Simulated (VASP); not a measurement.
**Si: single point with r2SCAN**

The system is Si.

```
CELL_PARAMETERS angstrom
2.66830 0.00000 0.00000
-1.33415 2.31081 0.00000
0.00000 0.00000 4.44188
ATOMIC_POSITIONS crystal
Si 0.33333 0.66667 0.25000
Si 0.66667 0.33333 0.75000
```

This isn't the form of Si at room conditions, which is diamond.

```json
{"Program": "VASP 6.6.1", "Task": "single point", "Functional": "r2SCAN", "Potentials or basis": "VASP PAW PBE potentials, release 64 (Si)", "Cutoff": "520 eV", "k mesh": "9 × 9 × 4", "Occupations": "gaussian, width 0.1 eV", "Spin": "no spin polarisation", "Dipole correction": "no", "Further INCAR settings": "ALGO = Normal; EDIFF = 1e-06; NBANDS = 11"}
```

The pressure is 0.2 GPa and the band gap on the k mesh is zero (bands 4 and 5 overlap by 13.63 eV).

Stress tensor (GPa, compression positive):
```
0.27 0.00 0.00
0.00 0.27 0.00
0.00 0.00 0.18
```

Levels at points of the mesh, in eV from the Fermi level:
| k point | band 1 | band 2 | band 3 | band 4 | band 5 | band 6 | band 7 | band 8 |
| --- | --- | --- | --- | --- | --- | --- | --- | --- |
| (0.00, 0.00, 0.00) | -16.08 | -8.64 | -8.11 | 9.38 | 9.38 | 10.65 | 10.65 | 11.88 |
| (0.00, 0.00, 0.50) | -14.13 | -14.13 | 0.85 | 0.85 | 10.93 | 10.93 | 10.93 | 10.93 |

Run time: 19 s on 1 thread of AMD EPYC 9R45 96-Core Processor (Zen 5), with other jobs on the host, peak memory 0.11 GiB.

Caveat: the PAW data sets were made with another functional, which shifts forces and pressure a little.
